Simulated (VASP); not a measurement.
Here is a VASP 6.6.1 calculation.

The input INCAR:

```
PREC = Accurate ; ENCUT = 600
EDIFF = 1E-7 ; ISMEAR = 0
SIGMA = 0.1 ; LREAL = False
LASPH = True ; NELM = 200
ALGO = Normal ; ISIF = 3
LWAVE = False ; LCHARG = False
ISPIN = 2 ; MAGMOM = 2 1
LORBIT = 11 ; LMAXMIX = 4
GGA = PE ; IBRION = 2
NSW = 90 ; EDIFFG = -0.04
GGA_COMPAT = False ; NELMIN = 4
```

Contents of KPOINTS:

```
Automatic mesh
0
Gamma
  8 8 8
```

POSCAR

```
NiO
1.0
    0.0000000000      2.0931687400      2.0931687400
    2.0931687400      0.0000000000      2.0931687400
    2.0931687400      2.0931687400      0.0000000000
Ni O
1 1
Direct
    0.0000000000      0.0000000000      0.0000000000
    0.5000000000      0.5000000000      0.5000000000
```

Potentials or basis: VASP PAW PBE potentials, release 64 (Ni, O).

Launch:

```bash
$ cat potpaw_PBE.64/Ni/POTCAR potpaw_PBE.64/O/POTCAR > POTCAR
$ mpirun -np 1 vasp_std > vasp.out
```

(1) Predict the space group after relaxing (to 0.1 Å).

(2) Estimate the site moments.

Answers

(1) Fm-3m (No. 225).

(2) Ni +1.50; O +0.29 μB.

Caveat: a cell with one magnetic atom can't hold antiferromagnetic order, which such compounds often take.
